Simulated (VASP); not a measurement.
A run of VASP 6.6.1 is set up as follows.

INCAR

```
PREC     = Accurate       # precision mode
ENCUT    = 520            # plane-wave cutoff, eV
EDIFF    = 1E-8           # SCF threshold, eV
ISMEAR   = 0              # smearing method
SIGMA    = 0.15           # smearing width, eV
LREAL    = False          # projectors in reciprocal space
LASPH    = True           # aspherical terms in the spheres
NELM     = 100            # most SCF steps
ALGO     = Normal         # electronic algorithm
ISIF     = 2              # what is computed and relaxed
LWAVE    = False          # write WAVECAR
LCHARG   = True           # write CHGCAR
GGA      = PS             # functional
IBRION   = 8              # ionic algorithm
NSW      = 1              # ionic steps
```

KPOINTS

```
Automatic mesh
0
Gamma
  10 10 10
```

POSCAR

```
BiP
1.0
    0.0000000000      3.2029901164      3.2029901164
    3.2029901164      0.0000000000      3.2029901164
    3.2029901164      3.2029901164      0.0000000000
Bi P
1 1
Direct
    0.0000000000      0.0000000000      0.0000000000
    0.2500000000      0.2500000000      0.2500000000
```

Potentials or basis: VASP PAW PBE potentials, release 64 (Bi_d, P).

The run is started by

```bash
$ cat potpaw_PBE.64/Bi_d/POTCAR potpaw_PBE.64/P/POTCAR > POTCAR
$ mpirun -np 1 vasp_std > vasp.out
```

(1) Predict the highest phonon frequency at Γ.

Answers

(1) 213 cm⁻¹.
